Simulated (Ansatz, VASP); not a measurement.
**One calculation of Cs5O3, two programs**

```
CELL_PARAMETERS angstrom
5.64993 0.00000 0.00000
0.00000 5.64993 0.00000
0.00000 0.00000 5.64993
ATOMIC_POSITIONS crystal
Cs 0.50000 0.00000 0.00000
Cs 0.00000 0.50000 0.00000
Cs 0.00000 0.00000 0.50000
Cs 0.50000 0.50000 0.50000
Cs 0.00000 0.00000 0.00000
O 0.00000 0.50000 0.50000
O 0.50000 0.00000 0.50000
O 0.50000 0.50000 0.00000
```

Alike in both runs: task relaxation of cell and atoms; functional PBE; k mesh 4 × 4 × 4; occupations gaussian, width 0.1 eV; no spin polarisation.

|  | VASP | Ansatz |
| --- | --- | --- |
| version | VASP 6.6.1 | Ansatz 0.2.0 |
| potentials or method | VASP PAW PBE potentials, release 64 (Cs_sv, O), cutoff 600 eV | scalar-relativistic, plane waves, PAW |
| valence electrons in the cell | 63 | 63 |

|  | VASP | Ansatz | Ansatz less VASP |
| --- | --- | --- | --- |
| gap on the k mesh at the Fermi level, each at its own relaxed structure (eV) | none | none | - |
| relaxed volume (Å³/atom) | 35.06 | 35.52 | +0.461 |
| relaxed length of the cell vector where the two differ most in proportion (Å) | 6.546 | 6.575 | +0.0286 |

A gap of «none» marks a metal or a gap that the smearing closes.

Neither program's run includes spin-orbit coupling. Noted on VASP's run: the volume moved by over 15 % at a fixed basis, so the end points are rough.
